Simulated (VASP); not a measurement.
Wanted: the native input for a VASP 6.6.1 run.

```
Task                   : single point
Functional             : PBEsol
Potentials or basis    : VASP PAW PBE potentials, release 64 (Eu, S)
Cutoff                 : 600 eV
k mesh                 : 6 × 6 × 6
Occupations            : gaussian, width 0.05 eV
Spin                   : collinear spin
Starting moments       : [7.56, 7.56, -0.07, -0.07] μB
Fixed moment           : 14 μB
Hubbard terms          : Eu f U = 8.0 eV
Dipole correction      : no
Further INCAR settings : ALGO = Normal; EDIFF = 1e-06; NBANDS = 35
```

The structure of EuS lies in POSCAR:

```
EuS
1.0
    0.0000000000      2.9785018700      2.9785018700
    5.9570037400      2.9785018700      2.9785018700
    5.9570037400      5.9570037400      0.0000000000
Eu S
2 2
Direct
    0.5000000000      0.5000000000      0.0000000000
    0.5000000000      0.5000000000      0.5000000000
    0.0000000000      0.0000000000      0.0000000000
    0.0000000000      0.0000000000      0.5000000000
```

One way to write it, as run:

INCAR

```
SYSTEM = EuS
  ALGO = Normal
  EDIFF = 1E-6
  ENCUT = 600
  GGA = PS
  GGA_COMPAT = .FALSE.
  ISIF = 2
  ISMEAR = 0
  ISPIN = 2
  LASPH = .TRUE.
  LCHARG = .FALSE.
  LDAU = .TRUE.
  LDAUJ = 0 0
  LDAUL = 3 -1
  LDAUPRINT = 1
  LDAUTYPE = 2
  LDAUU = 8 0
  LMAXMIX = 6
  LORBIT = 11
  LREAL = .FALSE.
  LWAVE = .FALSE.
  MAGMOM = 7.56 7.56 -0.07 -0.07
  NBANDS = 35
  NELM = 200
  NUPDOWN = 14.0
  PREC = Accurate
  SIGMA = 0.05
```

KPOINTS

```
k-points
0
G
  6 6 6
  0 0 0
```

Potentials or basis: VASP PAW PBE potentials, release 64 (Eu, S).

Launch:

```bash
$ cat potpaw_PBE.64/Eu/POTCAR potpaw_PBE.64/S/POTCAR > POTCAR
$ mpirun -np 1 vasp_std > vasp.out
```

Results of the run:

* Pressure: -1.2 GPa
* Net moment: 14.00 μB per cell
* Site moments: Eu +6.75; S -0.06 μB
* Valence electrons inside the program's atomic spheres: Eu 14.88; S 3.74

Caveat: the PAW data sets were made with another functional, which shifts forces and pressure a little; the total moment is fixed, so each spin has its own Fermi level and the state may be an excited one.

Wall time 18 min on 1 thread of Intel(R) Xeon(R) Platinum 8124M CPU @ 3.00GHz (Skylake/Cascade Lake), on a shared host, peak memory 0.66 GiB.
